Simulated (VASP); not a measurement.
Hf3Si2W:

```
Hf Si W
1.0
     3.62017    0.00000    0.00000
     0.00000    3.62017    0.00000
     0.00000    0.00000    7.97531
Hf Si W
3 2 1
Cartesian
  1.8101 1.8101 0.0000
  0.0000 1.8101 3.0197
  1.8101 0.0000 4.9557
  0.0000 1.8101 5.8827
  1.8101 0.0000 2.0926
  0.0000 0.0000 0.0000
```

The cell was generated, and may not be a known phase.

* Program: VASP 6.6.1
* Task: relaxation of cell and atoms
* Functional: PBE
* Potentials or basis: VASP PAW PBE potentials, release 64 (Hf_pv, Si, W_sv)
* Cutoff: 600 eV
* k mesh: 6 × 6 × 2
* Occupations: gaussian, width 0.1 eV
* Spin: no spin polarisation

At the start: pressure 7.8 GPa; volume 17.42 Å³/atom.

**Question.** Where does the relaxation end?

**Answer.** Over 12 steps the energy falls by 193.3 meV/atom and the volume is 18.03 Å³/atom (+3.5 %); space group P-4m2 (No. 115, to 0.1 Å) before and after.

The path:
```
step  energy change (eV)  largest force (eV/Å)  pressure (GPa)  volume (Å³)
   1              0.0000                0.5403            7.85       104.52
   2             -0.6579                1.4188          -10.02       116.82
   3             -0.9476                1.0619           -5.50       112.39
   4             -1.0196                0.8805            5.46       105.13
   5             -1.0916                0.9877            0.45       108.06
   6             -1.1500                0.2114            0.83       107.75
   7             -1.1518                0.2202            0.94       107.68
   8             -1.1556                0.0837           -1.20       109.10
   9             -1.1570                0.1297           -0.49       108.61
  10             -1.1594                0.0490           -0.05       108.30
  11             -1.1594                0.0419           -0.02       108.27
  12             -1.1597                0.0143            0.06       108.20
```

Final structure:
```
Hf Si W
1.0
     3.83470    0.00000    0.00000
     0.00000    3.83470    0.00000
     0.00000    0.00000    7.35829
Hf Si W
3 2 1
Cartesian
  1.9174 1.9174 7.3583
  0.0000 1.9174 2.6726
  1.9174 0.0000 4.6857
  3.8347 1.9174 5.4211
  1.9174 0.0000 1.9372
  3.8347 0.0000 0.0000
```

Caveat: the k points lie up to 0.43 Å⁻¹ apart in the final cell, too coarse for converged energies and pressures of a metal.
